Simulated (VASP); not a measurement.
# CoO (C2/m) in VASP: single point with PBEsol

Aim: the single point of CoO with PBEsol.

Program: VASP 6.6.1. These are calculated values, not measurements. Logs are shortened: lines on timing, memory, paths and dates and some standing lists are left out, and cuts for length are marked.

### Step 1. The cell of the first run

Symmetry: C2/m, No. 12, monoclinic system. The conventional cell has a = 4.103 Å, b = 4.214 Å, c = 2.800 Å, α = 90.00°, β = 131.48°, γ = 90.00°. Co (site symmetry 2/m) has 6 O at 2.05 to 2.11 Å within 2.7 Å. Within 2.7 Å of O (site symmetry 2/m) lie 6 Co at 2.05 to 2.11 Å.

### Step 2. Single point, PBEsol, collinear spin, ferromagnetic start

Input file INCAR:

```
SYSTEM = CoO
PREC = Accurate
ENCUT = 520
EDIFF = 1E-7
ISMEAR = 0
SIGMA = 0.1
LREAL = .FALSE.
LASPH = .TRUE.
NELM = 150
ALGO = Normal
ISIF = 2
LWAVE = .FALSE.
LCHARG = .TRUE.
ISPIN = 2
MAGMOM = 2.57 0.32
LORBIT = 11
LMAXMIX = 4
GGA = PS
LELF = .TRUE.
LVHAR = .TRUE.
NBANDS = 18
```

Input file KPOINTS:

```
Automatic mesh
0
G
  12 12 17
  0 0 0
```

Input file POSCAR:

```
CoO
1.0
    2.9782763752     -0.0016211116      0.0982661517
   -0.0016211116      2.9782763752      0.0982661517
    1.5561081115      1.5561081115      2.1473680739
Co O
1 1
Direct
    0.0000000000      0.0000000000      0.0000000000
    0.5000000000      0.5000000000      0.0000000000
```

Potentials or basis: VASP PAW PBE potentials, release 64 (Co, O).

The run is started by

```
cat potpaw_PBE.64/Co/POTCAR potpaw_PBE.64/O/POTCAR > POTCAR
mpirun -np 1 vasp_std > vasp.out
```

OUTCAR:

```text
SYSTEM = CoO
   PREC = Accurate
   ENCUT = 520
   EDIFF = 1E-7
   ISMEAR = 0
   LREAL = .FALSE.
   LASPH = .TRUE.
   NELM = 150
   ISIF = 2
   ISPIN = 2
   LORBIT = 11
   GGA = PS

 ion  position               nearest neighbor table
   1  0.000  0.000  0.000-   2 2.05   2 2.05   2 2.11   2 2.11   2 2.11   2 2.11
   2  0.500  0.500  0.000-   1 2.05   1 2.05   1 2.11   1 2.11   1 2.11   1 2.11

  LATTYP: Found a base centered monoclinic cell.
 ALAT       =     4.1026854983
 B/A-ratio  =     1.0271836440
 C/A-ratio  =     0.6825524292
 COS(beta)  =    -0.6623685444

  Lattice vectors:

 A1 = (  -1.4221682637,   1.5577292231,   2.0491019222)
 A2 = (   1.5577292231,  -1.4221682637,   2.0491019222)
 A3 = (   1.4205471521,   1.4205471521,  -1.9508357705)

Analysis of symmetry for initial positions (statically):
=====================================================================
 Subroutine PRICEL returns:
 Original cell was already a primitive cell.

 Routine SETGRP: Setting up the symmetry group for a
 base centered monoclinic supercell.

 Subroutine GETGRP returns: Found  4 space group operations
 (whereof  4 operations were pure point group operations)
 out of a pool of  4 trial point group operations.

The static configuration has the point symmetry C_2h.

Analysis of symmetry for dynamics (positions and initial velocities):
=====================================================================
 Subroutine PRICEL returns:
 Original cell was already a primitive cell.

 Routine SETGRP: Setting up the symmetry group for a
 base centered monoclinic supercell.

 Subroutine GETGRP returns: Found  4 space group operations
 (whereof  4 operations were pure point group operations)
 out of a pool of  4 trial point group operations.

The dynamic configuration has the point symmetry C_2h.

Analysis of structural, dynamic, and magnetic symmetry:
=====================================================================
 Subroutine PRICEL returns:
 Original cell was already a primitive cell.

 Routine SETGRP: Setting up the symmetry group for a
 base centered monoclinic supercell.

 Subroutine GETGRP returns: Found  4 space group operations
 (whereof  4 operations were pure point group operations)
 out of a pool of  4 trial point group operations.

The overall configuration has the point symmetry C_2h.

 Subroutine INISYM returns: Found  4 space group operations
 (whereof  4 operations are pure point group operations),
 and found     1 'primitive' translations

----------------------------------------------------------------------------------------

                                     Primitive cell

  volume of cell :      18.1361

  direct lattice vectors                    reciprocal lattice vectors
     2.978276375 -0.001621112  0.098266152     0.344205361  0.008623347 -0.255680254
    -0.001621112  2.978276375  0.098266152     0.008623347  0.344205361 -0.255680254
     1.556108111  1.556108111  2.147368074    -0.016145867 -0.016145867  0.489086823

  length of vectors
     2.979897487  2.979897487  3.074757642     0.428863713  0.428863713  0.489619545

  position of ions in fractional coordinates (direct lattice)
     0.000000000  0.000000000  0.000000000
     0.500000000  0.500000000  1.000000000

  ion indices of the primitive-cell ions
   primitive index   ion index
                 1           1
                 2           2

----------------------------------------------------------------------------------------

 KPOINTS: Automatic mesh

Automatic generation of k-mesh.
 Grid dimensions read from file:
 generate k-points for:   12   12   17

 Generating k-lattice:

  Cartesian coordinates                     Fractional coordinates (reciprocal lattice)
     0.028683780  0.000718612 -0.021306688     0.083333333 -0.000000000  0.000000000
     0.000718612  0.028683780 -0.021306688    -0.000000000  0.083333333  0.000000000
    -0.000949757 -0.000949757  0.028769813    -0.000000000 -0.000000000  0.058823529

  Length of vectors
     0.035738643  0.035738643  0.028801150

  Shift w.r.t. Gamma in fractional coordinates (k-lattice)
     0.000000000  0.000000000  0.000000000

 Subroutine IBZKPT returns following result:
 ===========================================

 Found    667 irreducible k-points:

 Following reciprocal coordinates:
            Coordinates               Weight
  0.000000  0.000000  0.000000      1.000000
  0.083333 -0.000000 -0.000000      4.000000
  0.166667 -0.000000  0.000000      4.000000
  0.250000  0.000000 -0.000000      4.000000
  0.333333 -0.000000 -0.000000      4.000000
  0.416667 -0.000000  0.000000      4.000000
[... 16 lines left out ...]
  0.500000  0.166667 -0.000000      4.000000
 -0.416667  0.166667  0.000000      4.000000
 [... further k-points ...]
   k-points           NKPTS =    667   k-points in BZ     NKDIM =    667   number of bands    NBANDS=     18
   number of dos      NEDOS =    301   number of ions     NIONS =      2
   total plane-waves  NPLWV =  13824
   dimension x,y,z NGX =    24 NGY =   24 NGZ =   24
   dimension x,y,z NGXF=    48 NGYF=   48 NGZF=   48
   ions per type =               1   1
   NGX,Y,Z   is equivalent  to a cutoff of  13.39, 13.39, 12.98 a.u.
   NGXF,Y,Z  is equivalent  to a cutoff of  26.78, 26.78, 25.95 a.u.
 SYSTEM =  CoO
   PREC   = accura    normal or accurate (medium, high low for compatibility)
   ISTART =      0    job   : 0-new  1-cont  2-samecut
   ICHARG =      2    charge: 1-file 2-atom 10-const
   ISPIN  =      2    spin polarized calculation?
   LNONCOLLINEAR =      F non collinear calculations
   LSORBIT =      F    spin-orbit coupling
   LASPH  =      T    aspherical Exc in radial PAW
   ENCUT  =  520.0 eV  38.22 Ry    6.18 a.u.   5.54  5.54  5.72*2*pi/ulx,y,z
   NELM   =    150;   NELMIN=  2; NELMDL= -5     # of ELM steps
   EDIFF  = 0.1E-06   stopping-criterion for ELM
   LREAL  =      F    real-space projection
   EDIFFG = 0.1E-05   stopping-criterion for IOM
   NSW    =      0    number of steps for IOM
   IBRION =     -1    ionic relax: 0-MD 1-quasi-New 2-CG
   NFREE  =      0    steps in history (QN), initial steepest desc. (CG)
   ISIF   =      2    stress and relaxation
   ISYM   =      2    0-nonsym 1-usesym 2-fastsym
   POTIM  = 0.5000    time-step for ionic-motion
   TEBEG  =    0.0;   TEEND  =   0.0 temperature during run
   PSTRESS=    0.0 pullay stress
   NELECT =      15.0000    total number of electrons
   NUPDOWN=      -1.0000    fix difference up-down
   EMIN   =  10.00;   EMAX   =-10.00  energy-range for DOS
   EFERMI =   0.00;   METHOD = LEGACY
   ISMEAR =     0;   SIGMA  =   0.10  broadening in eV -4-tet -1-fermi 0-gaus
   EFERMI_NEDOS =   21; number of points for ismear=-14 and -15
   IALGO  =     38    algorithm
   IMIX   =      4    mixing-type and parameters
     AMIX     =   0.40;   BMIX     =  1.00
     AMIX_MAG =   1.60;   BMIX_MAG =  1.00
  volume/ion in A,a.u.               =       9.07        61.19
  Fermi-wavevector in a.u.,A,eV,Ry     =   1.536705  2.903952 32.129661  2.361463
  Thomas-Fermi vector in A             =   2.643317
   LORBIT       =     11    0 simple, 1 ext, 2 COOP (PROOUT), +10 PAW based schemes
   GGA     = PS    functional components
   LHFCALC =     F    Hartree Fock is set to
   AEXX    =    0.0000 exact exchange contribution
   IVDW    =     0    specifies the selected vdW correction
   LEPSILON=     F    determine dielectric tensor
   LRPA    =     F    only Hartree local field effects (RPA)
 spin polarized calculation
 Gauss-broadening in eV      SIGMA  =   0.10
  energy-cutoff  :      520.00
  volume of cell :       18.14
 maximum number of plane-waves:       501
 NGX is ok and might be reduce to    24
   NGX = 11   NGY = 11   NGZ = 11

 number of electron      15.0000000 magnetization       2.7210502

 Free energy of the ion-electron system (eV)
  ---------------------------------------------------
  ext. energy  EPLUGINS =         0.00000000
  ---------------------------------------------------
  free energy    TOTEN  =       -14.00386687 eV

  energy without entropy =      -13.98525428  energy(sigma->0) =      -13.99456058

 E-fermi :   8.6998     XC(G=0): -13.0346

 val. band max:        8.6990744400   @ k =   0.3333   0.3333   0.1765
 cond. band min:       8.7000820488   @ k =   0.4167   0.2500   0.2941
 fundamental gap:      0.0010076088
 Fermi energy:         8.6998195611

 spin component 1

 k-point     1 :       0.0000    0.0000    0.0000
  band No.  band energies     occupation
      1     -12.1003      1.00000
      2       4.9016      1.00000
      3       5.2289      1.00000
      4       5.3039      1.00000
      5       5.3436      1.00000
      6       5.4882      1.00000
[... 10 lines left out ...]
     17      32.5752      0.00000
     18      33.7821      0.00000
[... 463 lines left out ...]
 k-point    24 :      -0.4167    0.1667    0.0000
  band No.  band energies     occupation
      1     -10.8306      1.00000
      2       0.9986      1.00000
      3       2.4605      1.00000
      4       2.5679      1.00000
      5       5.8791      1.00000
      6       6.3257      1.00000
[... 10 lines left out ...]
     17      36.1036      0.00000
     18      37.3084      0.00000

 [... further k-points ...]

 spin component 2

 k-point     1 :       0.0000    0.0000    0.0000
  band No.  band energies     occupation
      1     -11.6303      1.00000
      2       5.3973      1.00000
      3       5.7768      1.00000
      4       6.1365      1.00000
      5       7.2427      1.00000
      6       7.2900      1.00000
[... 10 lines left out ...]
     17      33.5028      0.00000
     18      34.6110      0.00000
[... 463 lines left out ...]
 k-point    24 :      -0.4167    0.1667    0.0000
  band No.  band energies     occupation
      1     -10.3215      1.00000
      2       1.6137      1.00000
      3       3.4780      1.00000
      4       3.5873      1.00000
      5       7.8413      1.00000
      6       8.5494      0.98327
[... 10 lines left out ...]
     17      36.5949      0.00000
     18      37.7455      0.00000

 [... further k-points ...]

------------------------ aborting loop because EDIFF is reached ----------------------------------------

  FORCE on cell =-STRESS in cart. coord.  units (eV):
  Direction    XX          YY          ZZ          XY          YZ          ZX
  --------------------------------------------------------------------------------------
  -------------------------------------------------------------------------------------
  Total       -0.2640725     -0.2640725     -0.0887149      0.0086695     -0.0198119     -0.0198071
  in kB      -23.3286609    -23.3286609     -7.8372431      0.7658835     -1.7502213     -1.7497999
  external PRESSURE =     -18.1648550 kB  Pullay stress =       0.0000000 kB

 VOLUME and BASIS-vectors are now :
 -----------------------------------------------------------------------------
  energy-cutoff  :      520.00
  volume of cell :       18.14
      direct lattice vectors                 reciprocal lattice vectors
     2.978276375 -0.001621112  0.098266152     0.344205361  0.008623347 -0.255680254
    -0.001621112  2.978276375  0.098266152     0.008623347  0.344205361 -0.255680254
     1.556108111  1.556108111  2.147368074    -0.016145867 -0.016145867  0.489086823

 POSITION                                       TOTAL-FORCE (eV/Angst)
 -----------------------------------------------------------------------------------
      0.00000      0.00000      0.00000        -0.000000      0.000000      0.000000
      1.48833      1.48833      0.09827         0.000000     -0.000000      0.000000
 -----------------------------------------------------------------------------------
    total drift:                               -0.000000     -0.000000     -0.000000

  FREE ENERGIE OF THE ION-ELECTRON SYSTEM (eV)
  ---------------------------------------------------
  free  energy   TOTEN  =       -14.0038668667 eV

  energy  without entropy=      -13.9852542846  energy(sigma->0) =      -13.99456058

 total charge

# of ion       s       p       d       tot
------------------------------------------
    1        0.316   0.405   7.205   7.926
    2        1.553   3.421   0.000   4.974
--------------------------------------------------
tot          1.869   3.826   7.205  12.900

 magnetization (x)

# of ion       s       p       d       tot
------------------------------------------
    1        0.020   0.019   2.366   2.405
    2        0.030   0.240   0.000   0.270
--------------------------------------------------
tot          0.050   0.259   2.366   2.675
```

It took 3.7 min on 1 thread of Intel Xeon 6975P-C (Granite Rapids), shared host; peak memory 0.42 GiB.

What came out:

```
Free energy                                           : -14.0039 eV
Pressure                                              : -1.8 GPa
Net moment                                            : 2.72 μB per cell
Site moments                                          : Co +2.40; O +0.27 μB
Valence electrons inside the program's atomic spheres : Co 7.93; O 4.97
```

Stress tensor (GPa, compression positive):
```
-2.33  0.08 -0.17
 0.08 -2.33 -0.18
-0.17 -0.18 -0.78
```

Caveat: the PAW data sets were made with another functional, which shifts forces and pressure a little; a cell with one magnetic atom can't hold antiferromagnetic order, which such compounds often take; semilocal functionals often make such compounds metallic where correlation or magnetic order opens a gap, which also shifts bond lengths.
